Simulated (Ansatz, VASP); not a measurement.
**One calculation of MgO, two programs**

```xyz
2
Lattice="0.0000 2.0970 2.0970 2.0970 0.0000 2.0970 2.0970 2.0970 0.0000" Properties=species:S:1:pos:R:3 pbc="T T T"
Mg    0.0000    0.0000    0.0000
O     2.0970    2.0970    2.0970
```

Alike in both runs: task relaxation of cell and atoms; functional PBE; k mesh 10 × 10 × 10; occupations gaussian, width 0.02 eV; no spin polarisation.

|  | VASP | Ansatz |
| --- | --- | --- |
| version | VASP 6.6.1 | Ansatz 0.2.0 |
| potentials or method | VASP PAW PBE potentials, release 64 (Mg, O), cutoff 600 eV | scalar-relativistic, plane waves, PAW |
| valence electrons in the cell | 8 | 16 |

|  | VASP | Ansatz | Ansatz less VASP |
| --- | --- | --- | --- |
| gap on the k mesh at the Fermi level, each at its own relaxed structure (eV) | 4.50 | 4.46 | -0.043 |
| relaxed volume (Å³/atom) | 9.56 | 9.62 | +0.060 |
| relaxed length of the cell vector where the two differ most in proportion (Å) | 3.002 | 3.008 | +0.0062 |

VASP's potentials hold 8 valence electrons a cell and Ansatz's 16, so a difference there can come from the potentials and not from the codes.
